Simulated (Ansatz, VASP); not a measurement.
Li2O in VASP and in Ansatz

Contents of INCAR:

```
SYSTEM = Li2O
PREC = Accurate
ENCUT = 750
EDIFF = 1E-6
ISMEAR = 0
SIGMA = 0.05
LREAL = .FALSE.
LASPH = .TRUE.
NELM = 120
ALGO = Normal
ISIF = 2
LWAVE = .FALSE.
LCHARG = .FALSE.
GGA = PE
NBANDS = 13
GGA_COMPAT = .FALSE.
```

File KPOINTS:

```
regular mesh
0
G
  8 8 8
  0 0 0
```

File POSCAR:

```
Li2O
1.0
    0.0000000000      2.2402150000      2.3787850000
    2.2402150000      0.0000000000      2.3787850000
    2.2402150000      2.2402150000      0.0000000000
Li O
2 1
Direct
    0.2500000000      0.2500000000      0.2500000000
    0.7500000000      0.7500000000      0.7500000000
    0.0000000000      0.0000000000      0.0000000000
```

Input for Ansatz:

```yaml
crystal:
  lattice:
    - [0.0, 2.240215, 2.378785]
    - [2.240215, 0.0, 2.378785]
    - [2.240215, 2.240215, 0.0]
  atoms:
    - { symbol: Li, position: [0.25, 0.25, 0.25] }
    - { symbol: Li, position: [0.75, 0.75, 0.75] }
    - { symbol: O, position: [0.0, 0.0, 0.0] }
basis:
  ecutwfc: 420
kpoints:
  mp_grid: { grid: [8, 8, 8] }
hamiltonian:
  xc: pbe
scf:
  occupations: { method: gaussian, width: 0.05 }
output:
  forces: true
  stress: true
  eigenvalues: true
```

Change from the starting cell: strain -0.030 along x and y, +0.030 along z, atoms carried along.

Alike in both runs: task single point; functional PBE; k mesh 8 × 8 × 8; occupations gaussian, width 0.05 eV; no spin polarisation.

|  | VASP | Ansatz |
| --- | --- | --- |
| version | VASP 6.6.1 | Ansatz 0.2.0 |
| potentials or method | VASP PAW PBE potentials, release 64 (Li_sv, O), cutoff 750 eV | scalar-relativistic, plane waves, PAW |
| valence electrons in the cell | 12 | 12 |

```csv
,VASP,Ansatz,Ansatz less VASP
gap on the k mesh at the Fermi level (eV),4.90,4.92,+0.013
least direct gap on the mesh (eV),5.43,5.43,-0.001
pressure (GPa),2.7,3.0,+0.29
"traceless stress, the component that is largest in VASP (GPa)",-7.96,-7.98,-0.014
```

With one functional, cell and mesh, what is left measures potentials, basis and numerics.
